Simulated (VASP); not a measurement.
A run of VASP 6.6.1 is set up as follows.

File INCAR:

```
SYSTEM = Sc3AlP
ALGO = Normal
EDIFF = 1E-6
ENCUT = 520
GGA = PE
ISIF = 2
ISMEAR = 0
LASPH = .True.
LCHARG = .True.
LELF = .True.
LREAL = .False.
LVHAR = .True.
LWAVE = .False.
NBANDS = 28
NELM = 100
PREC = Accurate
SIGMA = 0.1
```

Contents of KPOINTS:

```
k-points
0
Gamma
  4 4 4
  0 0 0
```

The input POSCAR:

```
Sc3AlP
1.0
    4.1922448100      0.0000000000      0.0000000000
    0.0000000000      4.1922448100      0.0000000000
    0.0000000000      0.0000000000      4.1922448100
Sc Al P
3 1 1
Direct
    0.5000000000      0.0000000000      0.0000000000
    0.0000000000      0.5000000000      0.0000000000
    0.0000000000      0.0000000000      0.5000000000
    0.0000000000      0.0000000000      0.0000000000
    0.5000000000      0.5000000000      0.5000000000
```

Potentials or basis: VASP PAW PBE potentials, release 64 (Sc_sv, Al, P).

Launch:

```bash
$ cat potpaw_PBE.64/Sc_sv/POTCAR potpaw_PBE.64/Al/POTCAR potpaw_PBE.64/P/POTCAR > POTCAR
$ mpirun -np 1 vasp_std > vasp.out
```

Task: What does it give for the pressure?

Result: 63.9 GPa.

Caveat: the k points lie up to 0.37 Å⁻¹ apart.
